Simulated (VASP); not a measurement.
# ScAl (P4mm) in VASP: single point with LDA

Aim: the single point of ScAl with LDA.

Everything below comes from runs of VASP 6.6.1. Logs are shortened: lines on timing, memory, paths and dates and some standing lists are left out, and cuts for length are marked.

## 1. The cell of the first run

Symmetry: P4mm, No. 99, tetragonal system. Conventional cell: a = 3.370 Å, b = 3.370 Å, c = 3.370 Å, α = 90.00°, β = 90.00°, γ = 90.00°. Sc (site symmetry 4mm) has 8 Al at 2.88 to 2.96 Å and 6 Sc at 3.37 Å within 3.8 Å. Within 3.8 Å of Al (site symmetry 4mm) lie 8 Sc at 2.88 to 2.96 Å and 6 Al at 3.37 Å.

## 2. Single point, LDA (all Sc atoms moved +0.062 Å, as atom 1 along Cartesian [0 0 1])

File INCAR:

```
PREC = Accurate
ENCUT = 520
EDIFF = 1E-6
ISMEAR = -1
SIGMA = 0.02
LREAL = F
LASPH = T
NELM = 100
ALGO = Fast
ISIF = 2
LWAVE = F
LCHARG = T
LELF = T
LVHAR = T
NBANDS = 14
```

File KPOINTS:

```
regular mesh
0
Gamma
  14 14 14
```

File POSCAR:

```
ScAl
1.0
    3.3703489700      0.0000000000      0.0000000000
    0.0000000000      3.3703489700      0.0000000000
    0.0000000000      0.0000000000      3.3703489700
Sc Al
1 1
Direct
    0.5000000000      0.5000000000      0.5185440738
    0.0000000000      0.0000000000      0.0000000000
```

Potentials or basis: VASP PAW LDA potentials, release 64 (Sc_sv, Al).

Started as:

```sh
cat potpaw_LDA.64/Sc_sv/POTCAR potpaw_LDA.64/Al/POTCAR > POTCAR
mpirun -np 1 vasp_std > vasp.out
```

OUTCAR:

```text
PREC = Accurate
   ENCUT = 520
   EDIFF = 1E-6
   ISMEAR = -1
   LREAL = F
   LASPH = T
   NELM = 100
   ISIF = 2

 ion  position               nearest neighbor table
   1  0.500  0.500  0.519-   2 2.88   2 2.88   2 2.88   2 2.88   2 2.96   2 2.96   2 2.96   2 2.96

   2  0.000  0.000  0.000-   1 2.88   1 2.88   1 2.88   1 2.88   1 2.96   1 2.96   1 2.96   1 2.96

  LATTYP: Found a simple cubic cell.
 ALAT       =     3.3703489700

  Lattice vectors:

 A1 = (   3.3703489700,   0.0000000000,   0.0000000000)
 A2 = (   0.0000000000,   3.3703489700,   0.0000000000)
 A3 = (   0.0000000000,   0.0000000000,   3.3703489700)

Analysis of symmetry for initial positions (statically):
=====================================================================
 Subroutine PRICEL returns:
 Original cell was already a primitive cell.

 Routine SETGRP: Setting up the symmetry group for a
 simple cubic supercell.

 Subroutine GETGRP returns: Found  8 space group operations
 (whereof  8 operations were pure point group operations)
 out of a pool of 48 trial point group operations.

The static configuration has the point symmetry C_4v.

Analysis of symmetry for dynamics (positions and initial velocities):
=====================================================================
 Subroutine PRICEL returns:
 Original cell was already a primitive cell.

 Routine SETGRP: Setting up the symmetry group for a
 simple cubic supercell.

 Subroutine GETGRP returns: Found  8 space group operations
 (whereof  8 operations were pure point group operations)
 out of a pool of 48 trial point group operations.

The dynamic configuration has the point symmetry C_4v.

 Subroutine INISYM returns: Found  8 space group operations
 (whereof  8 operations are pure point group operations),
 and found     1 'primitive' translations

----------------------------------------------------------------------------------------

                                     Primitive cell

  volume of cell :      38.2846

  direct lattice vectors                    reciprocal lattice vectors
     3.370348970  0.000000000  0.000000000     0.296705181  0.000000000  0.000000000
     0.000000000  3.370348970  0.000000000     0.000000000  0.296705181  0.000000000
     0.000000000  0.000000000  3.370348970     0.000000000  0.000000000  0.296705181

  length of vectors
     3.370348970  3.370348970  3.370348970     0.296705181  0.296705181  0.296705181

  position of ions in fractional coordinates (direct lattice)
     0.500000000  0.500000000  0.518544074
     0.000000000  0.000000000  0.000000000

  ion indices of the primitive-cell ions
   primitive index   ion index
                 1           1
                 2           2

----------------------------------------------------------------------------------------

 KPOINTS: regular mesh

Automatic generation of k-mesh.
 Grid dimensions read from file:
 generate k-points for:   14   14   14

 Generating k-lattice:

  Cartesian coordinates                     Fractional coordinates (reciprocal lattice)
     0.021193227  0.000000000  0.000000000     0.071428571  0.000000000  0.000000000
     0.000000000  0.021193227  0.000000000     0.000000000  0.071428571  0.000000000
     0.000000000  0.000000000  0.021193227     0.000000000  0.000000000  0.071428571

  Length of vectors
     0.021193227  0.021193227  0.021193227

  Shift w.r.t. Gamma in fractional coordinates (k-lattice)
     0.000000000  0.000000000  0.000000000

 Subroutine IBZKPT returns following result:
 ===========================================

 Found    288 irreducible k-points:

 Following reciprocal coordinates:
            Coordinates               Weight
  0.000000  0.000000  0.000000      1.000000
  0.071429  0.000000  0.000000      4.000000
  0.000000  0.000000  0.071429      2.000000
  0.142857  0.000000  0.000000      4.000000
  0.000000  0.000000  0.142857      2.000000
  0.214286  0.000000  0.000000      4.000000
[... 16 lines left out ...]
  0.071429  0.000000  0.214286      8.000000
  0.285714  0.071429  0.000000      8.000000
 [... further k-points ...]
   k-points           NKPTS =    288   k-points in BZ     NKDIM =    288   number of bands    NBANDS=     14
   number of dos      NEDOS =    301   number of ions     NIONS =      2
   total plane-waves  NPLWV =  21952
   dimension x,y,z NGX =    28 NGY =   28 NGZ =   28
   dimension x,y,z NGXF=    56 NGYF=   56 NGZF=   56
   ions per type =               1   1
   NGX,Y,Z   is equivalent  to a cutoff of  13.81, 13.81, 13.81 a.u.
   NGXF,Y,Z  is equivalent  to a cutoff of  27.62, 27.62, 27.62 a.u.
 SYSTEM =  unknown system
   PREC   = accura    normal or accurate (medium, high low for compatibility)
   ISTART =      0    job   : 0-new  1-cont  2-samecut
   ICHARG =      2    charge: 1-file 2-atom 10-const
   ISPIN  =      1    spin polarized calculation?
   LNONCOLLINEAR =      F non collinear calculations
   LSORBIT =      F    spin-orbit coupling
   LASPH  =      T    aspherical Exc in radial PAW
   ENCUT  =  520.0 eV  38.22 Ry    6.18 a.u.   6.27  6.27  6.27*2*pi/ulx,y,z
   NELM   =    100;   NELMIN=  2; NELMDL= -5     # of ELM steps
   EDIFF  = 0.1E-05   stopping-criterion for ELM
   LREAL  =      F    real-space projection
   EDIFFG = 0.1E-04   stopping-criterion for IOM
   NSW    =      0    number of steps for IOM
   IBRION =     -1    ionic relax: 0-MD 1-quasi-New 2-CG
   NFREE  =      0    steps in history (QN), initial steepest desc. (CG)
   ISIF   =      2    stress and relaxation
   ISYM   =      2    0-nonsym 1-usesym 2-fastsym
   POTIM  = 0.5000    time-step for ionic-motion
   TEBEG  =    0.0;   TEEND  =   0.0 temperature during run
   PSTRESS=    0.0 pullay stress
   NELECT =      14.0000    total number of electrons
   NUPDOWN=      -1.0000    fix difference up-down
   EMIN   =  10.00;   EMAX   =-10.00  energy-range for DOS
   EFERMI =   0.00;   METHOD = LEGACY
   ISMEAR =    -1;   SIGMA  =   0.02  broadening in eV -4-tet -1-fermi 0-gaus
   EFERMI_NEDOS =   21; number of points for ismear=-14 and -15
   IALGO  =     68    algorithm
   IMIX   =      4    mixing-type and parameters
     AMIX     =   0.40;   BMIX     =  1.00
     AMIX_MAG =   1.60;   BMIX_MAG =  1.00
  volume/ion in A,a.u.               =      19.14       129.18
  Fermi-wavevector in a.u.,A,eV,Ry     =   1.170692  2.212287 18.647052  1.370520
  Thomas-Fermi vector in A             =   2.307147
   LORBIT       =      0    0 simple, 1 ext, 2 COOP (PROOUT), +10 PAW based schemes
   GGA     = CA    functional components
   LHFCALC =     F    Hartree Fock is set to
   AEXX    =    0.0000 exact exchange contribution
   IVDW    =     0    specifies the selected vdW correction
   LEPSILON=     F    determine dielectric tensor
   LRPA    =     F    only Hartree local field effects (RPA)
 non-spin polarized calculation
 RMM-DIIS sequential band-by-band and
  energy-cutoff  :      520.00
  volume of cell :       38.28
 maximum number of plane-waves:      1064
 NGX is ok and might be reduce to    28
   NGX = 13   NGY = 13   NGZ = 13

 number of electron      14.0000002 magnetization

 Free energy of the ion-electron system (eV)
  ---------------------------------------------------
  ext. energy  EPLUGINS =         0.00000000
  ---------------------------------------------------
  free energy    TOTEN  =       -11.85370373 eV

  energy without entropy =      -11.85242926  energy(sigma->0) =      -11.85306650

 E-fermi :   5.8327     XC(G=0): -10.5328

 val. band max:        5.8197179055   @ k =   0.0000   0.3571   0.0714
 cond. band min:       5.8517371294   @ k =   0.1429   0.0000   0.4286
 fundamental gap:      0.0320192239
 Fermi energy:         5.8326787131

 k-point     1 :       0.0000    0.0000    0.0000
  band No.  band energies     occupation
      1     -43.0134      2.00000
      2     -21.9407      2.00000
      3     -21.9403      2.00000
      4     -21.9403      2.00000
      5      -2.5814      2.00000
      6       5.1503      2.00000
      7       5.1522      2.00000
      8       8.4716      0.00000
      9       8.4716      0.00000
     10       8.4750      0.00000
     11       9.5721      0.00000
     12       9.5721      0.00000
     13       9.5771      0.00000
     14      14.4862      0.00000

 k-point     2 :       0.0714    0.0000    0.0000
  band No.  band energies     occupation
      1     -43.0127      2.00000
      2     -21.9497      2.00000
      3     -21.9399      2.00000
      4     -21.9395      2.00000
      5      -2.5083      2.00000
      6       5.0848      2.00000
      7       5.1873      2.00000
      8       8.2258      0.00000
      9       8.2312      0.00000
     10       8.4881      0.00000
     11       9.3341      0.00000
     12       9.8645      0.00000
     13       9.8787      0.00000
     14      14.3584      0.00000

 k-point     3 :       0.0000    0.0000    0.0714
  band No.  band energies     occupation
      1     -43.0127      2.00000
      2     -21.9500      2.00000
      3     -21.9395      2.00000
      4     -21.9395      2.00000
      5      -2.5083      2.00000
      6       5.0833      2.00000
      7       5.1886      2.00000
      8       8.2286      0.00000
      9       8.2286      0.00000
     10       8.4858      0.00000
     11       9.3496      0.00000
     12       9.8639      0.00000
     13       9.8639      0.00000
     14      14.3692      0.00000
[... 324 lines left out ...]
 k-point    23 :       0.0714    0.0000    0.2143
  band No.  band energies     occupation
      1     -43.0066      2.00000
      2     -22.0125      2.00000
      3     -21.9429      2.00000
      4     -21.9330      2.00000
      5      -1.8693      2.00000
      6       4.3472      2.00000
      7       5.4089      2.00000
      8       7.1978      0.00000
      9       7.3963      0.00000
     10       8.4479      0.00000
     11       8.9267      0.00000
     12      10.8089      0.00000
     13      11.2714      0.00000
     14      13.6701      0.00000

 k-point    24 :       0.2857    0.0714    0.0000
  band No.  band energies     occupation
      1     -43.0031      2.00000
      2     -22.0534      2.00000
      3     -21.9391      2.00000
      4     -21.9297      2.00000
      5      -1.3933      2.00000
      6       3.5888      2.00000
      7       5.6089      1.99997
      8       6.9081      0.00000
      9       7.0686      0.00000
     10       8.5053      0.00000
     11       8.9585      0.00000
     12      11.4365      0.00000
     13      11.9847      0.00000
     14      13.1659      0.00000

 [... further k-points ...]
[... 5 lines left out ...]
  --------------------------------------------------------------------------------------
  -------------------------------------------------------------------------------------
  Total       -0.9957922     -0.9957922     -1.0093160      0.0000000      0.0000000      0.0000000
  in kB      -41.6729909    -41.6729909    -42.2389523      0.0000000      0.0000000      0.0000000
  external PRESSURE =     -41.8616447 kB  Pullay stress =       0.0000000 kB

 VOLUME and BASIS-vectors are now :
 -----------------------------------------------------------------------------
  energy-cutoff  :      520.00
  volume of cell :       38.28
      direct lattice vectors                 reciprocal lattice vectors
     3.370348970  0.000000000  0.000000000     0.296705181  0.000000000  0.000000000
     0.000000000  3.370348970  0.000000000     0.000000000  0.296705181  0.000000000
     0.000000000  0.000000000  3.370348970     0.000000000  0.000000000  0.296705181

 POSITION                                       TOTAL-FORCE (eV/Angst)
 -----------------------------------------------------------------------------------
      1.68517      1.68517      1.74767         0.000000     -0.000000     -0.283167
      0.00000      0.00000      0.00000         0.000000      0.000000      0.283167
 -----------------------------------------------------------------------------------
    total drift:                                0.000000      0.000000     -0.000520

  FREE ENERGIE OF THE ION-ELECTRON SYSTEM (eV)
  ---------------------------------------------------
  free  energy   TOTEN  =       -11.8537037307 eV

  energy  without entropy=      -11.8524292636  energy(sigma->0) =      -11.85306650
```

Run time: 2.9 min. Hardware: 1 thread of Intel Xeon Platinum 8259CL at 2.50GHz (Skylake/Cascade Lake), shared host; peak memory 0.27 GiB.

What came out:

```yaml
Free_energy: -11.8537 eV
Pressure: -4.2 GPa
Largest_force: 0.283 eV/Å
Band_gap_on_the_k_mesh: zero (band 7 reaches 6.12 eV, above the bottom of band 8 at 5.00 eV)
```

Forces on the atoms (eV/Å):
```
Sc   0.000  0.000 -0.283
Al   0.000  0.000  0.283
```

Caveat: the cell differs from its parent crystal (all Sc atoms moved +0.062 Å, as atom 1 along Cartesian [0 0 1]).
